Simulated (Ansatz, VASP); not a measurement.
**Te3MoPt: VASP beside Ansatz**

```
Te Mo Pt
1.0
     4.13200    0.00000    0.00000
     0.00000    4.13200    0.00000
     0.00000    0.00000    8.10323
Te Mo Pt
3 1 1
Direct
  0.50000 0.50000 0.07934
  0.00000 0.50000 0.54473
  0.50000 0.00000 0.54473
  0.50000 0.50000 0.76365
  0.00000 0.00000 0.90944
```

Change from the starting cell: species swapped into the CeBPt3 type (P4mm, No. 99).

Alike in both runs: functional PBE; k mesh 4 × 4 × 4; occupations gaussian, width 0.1 eV; no spin polarisation.

Ansatz relaxed the structure, and its values are those at the end. VASP's run is a single point on that final structure, the one shown.

|  | VASP | Ansatz |
| --- | --- | --- |
| version | VASP 6.6.1 | Ansatz 0.2.0 |
| potentials or method | VASP PAW PBE potentials, release 64 (Te, Mo_sv, Pt), cutoff 520 eV | scalar-relativistic, plane waves, PAW |
| valence electrons in the cell | 42 | 80 |

```tsv
	VASP	Ansatz	Ansatz less VASP
gap on the k mesh at the Fermi level (eV)	none	none	-
pressure (GPa)	0.0	0.1	+0.03
rms of the force components (eV/Å)	0.011	0.004	-0.0071
```

A gap of «none» marks a metal or a gap that the smearing closes. The functional is the same, so the differences come from potentials, cutoffs and numerics. VASP's potentials hold 42 valence electrons a cell and Ansatz's 80, so a difference there can come from the potentials and not from the codes.

The k mesh is coarse, so the values compare programs but aren't converged. Neither program's run includes spin-orbit coupling.
